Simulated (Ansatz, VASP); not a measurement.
**One calculation of HfO2, two programs**

Contents of POSCAR:

```
HfO2
1.0
    0.0000000000      2.9197030826      1.8978070037
    2.9197030826      0.0000000000      1.8978070037
    2.9197030826      2.9197030826      0.0000000000
Hf O
1 2
Direct
    0.0000000000      0.0000000000      0.0000000000
    0.2500000000      0.2500000000      0.2500000000
    0.7500000000      0.7500000000      0.7500000000
```

The input INCAR.step1:

```
PREC = Accurate ; ENCUT = 520
ISMEAR = 0 ; SIGMA = 0.05
LREAL = False ; LASPH = True
NELM = 100 ; NBANDS = 18
GGA = PE ; ALGO = Normal
EDIFF = 1E-4 ; LWAVE = True
LCHARG = False
```

INCAR.step2

```
PREC = Accurate ; ENCUT = 520
EDIFF = 1E-6 ; ISMEAR = 0
SIGMA = 0.05 ; LREAL = False
LASPH = True ; NELM = 100
ALGO = Normal ; ISIF = 2
LWAVE = False ; LCHARG = False
METAGGA = R2SCAN ; LMIXTAU = True
NBANDS = 18 ; ISTART = 1
```

KPOINTS

```
regular mesh
0
Gamma
  8 8 8
```

Input for Ansatz:

```yaml
crystal:
  lattice:
    - [0.0, 2.9197030826, 1.8978070037]
    - [2.9197030826, 0.0, 1.8978070037]
    - [2.9197030826, 2.9197030826, 0.0]
  atoms:
    - { symbol: Hf, position: [0.0, 0.0, 0.0] }
    - { symbol: O, position: [0.25, 0.25, 0.25] }
    - { symbol: O, position: [0.75, 0.75, 0.75] }
basis:
  ecutwfc: 500
kpoints:
  mp_grid: { grid: [8, 8, 8] }
hamiltonian:
  xc: r2scan
scf:
  occupations: { method: gaussian, width: 0.05 }
output:
  forces: true
  stress: true
  eigenvalues: true
```

Alike in both runs: task single point; functional r2SCAN; k mesh 8 × 8 × 8; occupations gaussian, width 0.05 eV; no spin polarisation.

|  | VASP | Ansatz |
| --- | --- | --- |
| version | VASP 6.6.1 | Ansatz 0.2.0 |
| potentials or method | VASP PAW PBE potentials, release 64 (Hf_pv, O), cutoff 520 eV | scalar-relativistic, plane waves, PAW |
| valence electrons in the cell | 22 | 38 |

```tsv
	VASP	Ansatz	Ansatz less VASP
gap on the k mesh at the Fermi level (eV)	none	none	-
pressure (GPa)	2.1	5.1	+3.00
traceless stress, the component that is largest in VASP (GPa)	71.59	70.51	-1.078
```

VASP's potentials were made for PBE, not for r2SCAN. A gap of «none» marks a metal or a gap that the smearing closes. VASP's potentials hold 22 valence electrons a cell and Ansatz's 38, so a difference there can come from the potentials and not from the codes.

Neither program's run includes spin-orbit coupling.
